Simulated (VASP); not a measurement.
# C: single point with PBEsol

C:

```
C
1.0
     0.00000    1.77140    1.77140
     1.77140    0.00000    1.77140
     1.77140    1.77140    0.00000
C
2
Direct
  0.75000 0.75000 0.75000
  0.50000 0.50000 0.50000
```

```yaml
Program: VASP 6.6.1
Task: single point
Functional: PBEsol
Potentials_or_basis: VASP PAW PBE potentials, release 64 (C)
Cutoff: 520 eV
k_mesh: 13 × 13 × 13
Occupations: fermi-dirac, width 0.05 eV
Spin: no spin polarisation
Dipole_correction: no
Further_INCAR_settings: ALGO = Normal; EDIFF = 1e-07; NBANDS = 11
```

```json
{
  "Pressure": "5.4 GPa",
  "Band gap on the k mesh": "4.06 eV, indirect (least direct gap 5.59 eV)"
}
```

Levels at points of the mesh, in eV from the valence-band top:
```
           k point  band 1  band 2  band 3  band 4  band 5  band 6  band 7  band 8
(0.00, 0.00, 0.00)  -21.80    0.00    0.00    0.00    5.59    5.59    5.59   13.83
```

It took 9.9 s on 1 thread of AMD EPYC 7R43 64-Core Processor (Zen 3), on a shared host, peak memory 0.08 GiB.

Caveat: the PAW data sets were made with another functional, which shifts forces and pressure a little. A k mesh can miss the band edges.
